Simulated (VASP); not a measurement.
# HfC (P6_3/mmc) in VASP: a series of runs, part 2 of 2

VASP 6.6.1.

## 4. Relaxation of cell and atoms, PBE

INCAR reads:

```
SYSTEM = HfC
ALGO     = Normal         ! electronic algorithm
EDIFF    = 1E-6           ! SCF threshold, eV
EDIFFG   = -0.01          ! ionic threshold
ENCUT    = 600            ! plane-wave cutoff, eV
GGA      = PE             ! functional
IBRION   = 2              ! ionic algorithm
ISIF     = 3              ! what is computed and relaxed
ISMEAR   = 0              ! smearing method
LASPH    = .True.         ! aspherical terms in the spheres
LCHARG   = .False.        ! write CHGCAR
LREAL    = .False.        ! projectors in reciprocal space
LWAVE    = .False.        ! write WAVECAR
NELM     = 100            ! most SCF steps
NSW      = 100            ! ionic steps
PREC     = Accurate       ! precision mode
SIGMA    = 0.1            ! smearing width, eV
```

KPOINTS reads:

```
k-points
0
Gamma
  18 18 10
  0 0 0
```

POSCAR reads:

```
HfC
1.0
    3.3428659700      0.0000000000      0.0000000000
   -1.6714329900      2.8950068500      0.0000000000
    0.0000000000      0.0000000000      5.2027139700
Hf C
2 2
Direct
    0.6666666700      0.3333333300      0.7500000000
    0.3333333300      0.6666666700      0.2500000000
    0.0000000000      0.0000000000      0.0000000000
    0.0000000000      0.0000000000      0.5000000000
```

Potentials or basis: VASP PAW PBE potentials, release 64 (Hf_pv, C).

Launch:

```bash
$ cat potpaw_PBE.64/Hf_pv/POTCAR potpaw_PBE.64/C/POTCAR > POTCAR
$ mpirun -np 1 vasp_std > vasp.out
```

OUTCAR:

```text
SYSTEM = HfC
   EDIFF = 1E-6
   EDIFFG = -0.01
   ENCUT = 600
   GGA = PE
   IBRION = 2
   ISIF = 3
   ISMEAR = 0
   LASPH = .True.
   LREAL = .False.
   NELM = 100
   NSW = 100
   PREC = Accurate

 ion  position               nearest neighbor table
   1  0.667  0.333  0.750-   3 2.33   4 2.33   3 2.33   4 2.33   3 2.33   4 2.33   2 3.24   2 3.24
                             2 3.24   2 3.24   2 3.24   2 3.24
   2  0.333  0.667  0.250-   3 2.33   4 2.33   3 2.33   4 2.33   3 2.33   4 2.33   1 3.24   1 3.24
                             1 3.24   1 3.24   1 3.24   1 3.24
   3  0.000  0.000  0.000-   1 2.33   2 2.33   1 2.33   2 2.33   1 2.33   2 2.33
   4  0.000  0.000  0.500-   1 2.33   2 2.33   1 2.33   2 2.33   1 2.33   2 2.33

  LATTYP: Found a hexagonal cell.
 ALAT       =     3.3428659700
 C/A-ratio  =     1.5563633172

  Lattice vectors:

 A1 = (   3.3428659700,   0.0000000000,   0.0000000000)
 A2 = (  -1.6714329900,   2.8950068500,   0.0000000000)
 A3 = (   0.0000000000,   0.0000000000,   5.2027139700)

Analysis of symmetry for initial positions (statically):
=====================================================================
 Subroutine PRICEL returns:
 Original cell was already a primitive cell.

 Routine SETGRP: Setting up the symmetry group for a
 hexagonal supercell.

 Subroutine GETGRP returns: Found 24 space group operations
 (whereof 12 operations were pure point group operations)
 out of a pool of 24 trial point group operations.

The static configuration has the point symmetry D_3d.
 The point group associated with its full space group is D_6h.

Analysis of symmetry for dynamics (positions and initial velocities):
=====================================================================
 Subroutine PRICEL returns:
 Original cell was already a primitive cell.

 Routine SETGRP: Setting up the symmetry group for a
 hexagonal supercell.

 Subroutine GETGRP returns: Found 24 space group operations
 (whereof 12 operations were pure point group operations)
[... 137 lines left out ...]
   LRPA    =     F    only Hartree local field effects (RPA)
 conjugate gradient relaxation of ions
 non-spin polarized calculation
 Gauss-broadening in eV      SIGMA  =   0.10
  energy-cutoff  :      600.00
  volume of cell :       50.35
 maximum number of plane-waves:      1713
 NGX is ok and might be reduce to    28
   NGX = 13   NGY = 13   NGZ = 21

--------------------------------------- Ionic step        1  -------------------------------------------

 number of electron      28.0000000 magnetization

 Free energy of the ion-electron system (eV)
  ---------------------------------------------------
  ext. energy  EPLUGINS =         0.00000000
  ---------------------------------------------------
  free energy    TOTEN  =       -41.30641564 eV

  energy without entropy =      -41.30380481  energy(sigma->0) =      -41.30511023

------------------------ aborting loop because EDIFF is reached ----------------------------------------

  FORCE on cell =-STRESS in cart. coord.  units (eV):
  Direction    XX          YY          ZZ          XY          YZ          ZX
  --------------------------------------------------------------------------------------
  -------------------------------------------------------------------------------------
  Total       -0.8178766     -0.8178766      0.1329898      0.0000000     -0.0000000     -0.0000000
  in kB      -26.0255452    -26.0255452      4.2318523      0.0000000     -0.0000000     -0.0000000
  external PRESSURE =     -15.9397460 kB  Pullay stress =       0.0000000 kB
[... 139 lines left out ...]
--------------------------------------- Ionic step        5  -------------------------------------------

 number of electron      27.9999999 magnetization

 Free energy of the ion-electron system (eV)
  ---------------------------------------------------
  ext. energy  EPLUGINS =         0.00000000
  ---------------------------------------------------
  free energy    TOTEN  =       -41.31196852 eV

  energy without entropy =      -41.30943158  energy(sigma->0) =      -41.31070005

 E-fermi :   6.4942     XC(G=0): -12.3132

 val. band max:        6.4908833277   @ k =   0.2778   0.2222   0.2000
 cond. band min:       6.5092676945   @ k =   0.1111   0.1111   0.2000
 fundamental gap:      0.0183843668
 Fermi energy:         6.4942305438

 k-point     1 :       0.0000    0.0000    0.0000
  band No.  band energies     occupation
      1     -24.1506      2.00000
      2     -23.5644      2.00000
      3     -23.5644      2.00000
      4     -23.4793      2.00000
      5     -23.4793      2.00000
      6     -23.4121      2.00000
[... 481 lines left out ...]
      5     -23.5801      2.00000
      6     -23.5695      2.00000
[... 10 lines left out ...]
     17      10.8568      0.00000
     18      11.6079      0.00000

 [... further k-points ...]

------------------------ aborting loop because EDIFF is reached ----------------------------------------

  FORCE on cell =-STRESS in cart. coord.  units (eV):
  Direction    XX          YY          ZZ          XY          YZ          ZX
  --------------------------------------------------------------------------------------
  -------------------------------------------------------------------------------------
  Total        0.0034998      0.0034998      0.0032164     -0.0000000      0.0000000      0.0000000
  in kB        0.1120637      0.1120637      0.1029897     -0.0000000      0.0000000      0.0000000
  external PRESSURE =       0.1090390 kB  Pullay stress =       0.0000000 kB
[... 19 lines left out ...]
  FREE ENERGIE OF THE ION-ELECTRON SYSTEM (eV)
  ---------------------------------------------------
  free  energy   TOTEN  =       -41.3119685236 eV

  energy  without entropy=      -41.3094315840  energy(sigma->0) =      -41.31070005

 reached required accuracy - stopping structural energy minimisation
```

CONTCAR:

```text
HfC
   1.00000000000000
     3.3218804810533293    0.0000000000362323    0.0000000000000000
    -1.6609402454638982    2.8768328834708425   -0.0000000000000000
     0.0000000000000000   -0.0000000000000000    5.2358166398181059
  Hf              C
     2     2
Direct
     0.6666666699999979    0.3333333300000021    0.7500000000000000
     0.3333333300000021    0.6666666699999979    0.2500000000000000
     0.0000000000000000    0.0000000000000000    0.0000000000000000
     0.0000000000000000    0.0000000000000000    0.5000000000000000

  0.00000000E+00  0.00000000E+00  0.00000000E+00
  0.00000000E+00  0.00000000E+00  0.00000000E+00
  0.00000000E+00  0.00000000E+00  0.00000000E+00
  0.00000000E+00  0.00000000E+00  0.00000000E+00
```

Run time: 9.9 min. Hardware: 1 thread of Intel Xeon 6975P-C, shared host; peak memory 0.37 GiB.

Results:

| Quantity | Value |
| --- | --- |
| Free energy | -41.3120 eV |
| Relaxed volume | 12.51 Å³/atom |
| Relaxed cell | a = 3.322 Å, b = 3.322 Å, c = 5.236 Å, α = 90.00°, β = 90.00°, γ = 120.00° |
| Space group after relaxing (to 0.05 Å) | P6_3/mmc (No. 194) |
| Energy gained by relaxing | 1.4 meV/atom |
| Ionic steps | 5 |
| Pressure after relaxing | 0.0 GPa |
| Band gap on the k mesh | zero (band 14 reaches 7.55 eV, above the bottom of band 15 at 6.27 eV) |

Step by step:
```csv
step,energy change (eV),largest force (eV/Å),pressure (GPa),volume (Å³)
1,0.0000,0.0000,-1.59,50.35
2,-0.0002,0.0000,2.89,49.44
3,-0.0041,0.0000,0.66,49.89
4,-0.0055,0.0000,-0.04,50.05
5,-0.0056,0.0000,0.01,50.04
```

Final structure:
```
CELL_PARAMETERS angstrom
3.32188 0.00000 0.00000
-1.66094 2.87683 0.00000
0.00000 0.00000 5.23582
ATOMIC_POSITIONS crystal
Hf 0.66667 0.33333 0.75000
Hf 0.33333 0.66667 0.25000
C 0.00000 0.00000 0.00000
C 0.00000 0.00000 0.50000
```

Caveat: spin-orbit coupling is left out, which moves the levels of the heavy elements.

## 5. The runs side by side

| task | cell | k mesh | cutoff (eV) | gap on the mesh (eV) | pressure (GPa) |
| --- | --- | --- | --- | --- | --- |
| single point | a = 3.343, b = 3.343, c = 5.203 Å, angles 90.0, 90.0, 120.0°, 4 atoms | 6 × 6 × 4 | 520 | none | -1.3 |
| single point | a = 3.326, b = 3.326, c = 5.241 Å, angles 90.0, 90.0, 120.0°, 4 atoms | 18 × 18 × 10 | 520 | none | -0.7 |
| relaxation of cell and atoms | relaxed from a = 3.343, b = 3.343, c = 5.203 Å, angles 90.0, 90.0, 120.0°, 4 atoms | 18 × 18 × 10 | 600 | none | 0.0 |

Alike in all rows: level PBE; potentials or basis VASP PAW PBE potentials, release 64 (Hf_pv, C); no spin polarisation; smearing gaussian 0.1 eV.

Caveats: some runs use coarse meshes; spin-orbit coupling is left out, which moves the levels of the heavy elements.

Total energies depend on the potentials used, so only differences within one code and one set of settings carry meaning.
